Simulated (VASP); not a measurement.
Here is a VASP 6.6.1 calculation.

File INCAR:

```
PREC = Accurate ; ENCUT = 520
EDIFF = 1E-6 ; ISMEAR = -1
SIGMA = 0.05 ; LREAL = Auto
LASPH = T ; NELM = 80
ALGO = Normal ; ISIF = 2
LWAVE = F ; LCHARG = F
GGA = PS ; ISYM = 0
NBANDS = 226
```

The input KPOINTS:

```
Automatic mesh
0
Gamma
  1 1 1
  0.25 0.25 0.25
```

POSCAR

```
Al5In3As8
1.0
   11.6458222152      0.0000000000      0.0000000000
    0.0000000000     11.6458222152      0.0000000000
    0.0000000000      0.0000000000     11.6458222152
Al In As
20 12 32
Direct
    0.9989300000      0.0037190000      0.0006810000
    0.9995350000      0.0017500000      0.4981960000
    0.0037200000      0.4951510000      0.9991040000
    0.4964730000      0.5012900000      0.9965470000
    0.4938070000      0.5030640000      0.5017190000
    0.2478430000      0.2509870000      0.4982370000
    0.2517430000      0.7455280000      0.0016690000
    0.2540030000      0.7480540000      0.4975830000
    0.7538950000      0.2477500000      0.9976200000
    0.7459220000      0.7535880000      0.4985840000
    0.2468120000      0.9970950000      0.2511120000
    0.2507220000      0.5016640000      0.2491360000
    0.2538490000      0.4994830000      0.7489120000
    0.7530340000      0.9999110000      0.2497150000
    0.7514650000      0.0008950000      0.7489130000
    0.0018090000      0.2456850000      0.2468190000
    0.0004590000      0.2472670000      0.7510570000
    0.4995700000      0.2544750000      0.7493190000
    0.4951290000      0.7478920000      0.2505530000
    0.4974630000      0.7454430000      0.7471170000
    0.0073080000      0.4985010000      0.5000300000
    0.5026130000      0.9979680000      0.0004470000
    0.5014360000      0.9967640000      0.5000210000
    0.2466110000      0.2547770000      0.0009660000
    0.7531350000      0.2471930000      0.5017060000
    0.7482790000      0.7526560000      0.0008140000
    0.2479660000      0.0009380000      0.7485150000
    0.7501150000      0.5006940000      0.2468490000
    0.7450950000      0.5004310000      0.7526520000
    0.0056990000      0.7541600000      0.2507800000
    0.0023160000      0.7541160000      0.7495730000
    0.4989200000      0.2515300000      0.2510860000
    0.1213390000      0.1179890000      0.1290780000
    0.1177400000      0.1314250000      0.6180480000
    0.1297160000      0.6175380000      0.1195710000
    0.1404080000      0.6271060000      0.6254870000
    0.6383340000      0.1261440000      0.1267380000
    0.6241940000      0.1259410000      0.6376010000
    0.6101720000      0.6253170000      0.1224940000
    0.6182330000      0.6303100000      0.6179010000
    0.3754220000      0.3887040000      0.1250120000
    0.3739560000      0.3743920000      0.6236600000
    0.3681900000      0.8690330000      0.1310270000
    0.3735090000      0.8620820000      0.6248550000
    0.8823580000      0.3675290000      0.1185280000
    0.8817810000      0.3708550000      0.6328330000
    0.8766400000      0.8872670000      0.1247190000
    0.8690000000      0.8821380000      0.6171360000
    0.3628950000      0.1226100000      0.3747890000
    0.3801170000      0.1328840000      0.8702920000
    0.3731160000      0.6242820000      0.3740710000
    0.3751410000      0.6247980000      0.8735230000
    0.8810100000      0.1193900000      0.3679320000
    0.8766180000      0.1235160000      0.8733300000
    0.8715580000      0.6318100000      0.3816920000
    0.8817740000      0.6196610000      0.8825320000
    0.1314420000      0.3681620000      0.3643890000
    0.1198880000      0.3805050000      0.8647510000
    0.1335230000      0.8811530000      0.3858510000
    0.1267060000      0.8768360000      0.8907120000
    0.6196720000      0.3821540000      0.3845000000
    0.6180030000      0.3683710000      0.8833810000
    0.6294730000      0.8694080000      0.3641770000
    0.6240720000      0.8723620000      0.8584680000
```

Potentials or basis: VASP PAW PBE potentials, release 64 (Al, In_d, As).

Run with:

```sh
$ cat potpaw_PBE.64/Al/POTCAR potpaw_PBE.64/In_d/POTCAR potpaw_PBE.64/As/POTCAR > POTCAR
$ mpirun -np 1 vasp_std > vasp.out
```

Q: Predict the largest force.

A: 0.091 eV/Å.

Q: Estimate the band gap on the k mesh.

A: 1.68 eV (least direct gap 1.70 eV).

Q: Predict the pressure.

A: 0.2 GPa.

Forces in eV/Å, atoms in the order of the input:
```
Al   0.002  0.007  0.017
Al   0.009  0.025 -0.005
Al   0.031  0.002 -0.007
Al   0.007  0.000  0.007
Al   0.002  0.017 -0.018
Al   0.014 -0.002  0.012
Al   0.006  0.000  0.008
Al   0.009 -0.011  0.003
Al   0.006 -0.001 -0.017
Al  -0.018  0.015  0.003
Al   0.003  0.021 -0.016
Al   0.002  0.017  0.038
Al   0.004  0.009  0.035
Al   0.010 -0.004  0.027
Al   0.013  0.010  0.035
Al   0.012  0.001  0.016
Al   0.007  0.013  0.012
Al  -0.003 -0.004  0.010
Al   0.028 -0.008  0.000
Al  -0.011  0.018 -0.004
In   0.014 -0.013 -0.013
In  -0.002 -0.018 -0.017
In  -0.023 -0.004  0.002
In  -0.019 -0.003 -0.009
In  -0.005 -0.020 -0.026
In  -0.026  0.003 -0.006
In   0.010  0.008 -0.033
In  -0.039 -0.010 -0.014
In  -0.005 -0.022 -0.017
In   0.006  0.000 -0.023
In  -0.007 -0.030 -0.002
In  -0.044 -0.017  0.000
As   0.019  0.002  0.013
As  -0.014  0.019  0.019
As   0.012 -0.014  0.014
As  -0.004 -0.018 -0.044
As  -0.019 -0.036 -0.027
As  -0.039 -0.034 -0.031
As   0.034  0.045  0.031
As   0.012  0.016  0.004
As  -0.031 -0.026 -0.041
As  -0.001 -0.015 -0.017
As   0.002  0.012  0.025
As   0.056  0.014  0.045
As   0.019  0.018  0.011
As   0.012 -0.007 -0.005
As  -0.039 -0.014 -0.044
As  -0.001  0.014  0.018
As   0.037  0.055  0.014
As  -0.006  0.001 -0.010
As  -0.026 -0.012 -0.001
As  -0.010 -0.030 -0.017
As   0.009  0.013  0.009
As  -0.007 -0.026 -0.011
As   0.003 -0.009 -0.001
As  -0.006 -0.003 -0.002
As   0.006  0.031 -0.017
As   0.015  0.012  0.015
As  -0.053 -0.068 -0.029
As  -0.043 -0.007 -0.005
As  -0.001 -0.009  0.033
As  -0.009  0.021  0.036
As   0.031  0.011 -0.011
As   0.047  0.046  0.027
```

Caveat: the PAW data sets were made with another functional, which shifts forces and pressure a little; spin-orbit coupling is left out, which moves the levels of the heavy elements; a shifted mesh leaves out Γ, where band edges can lie. A k mesh can miss the band edges.
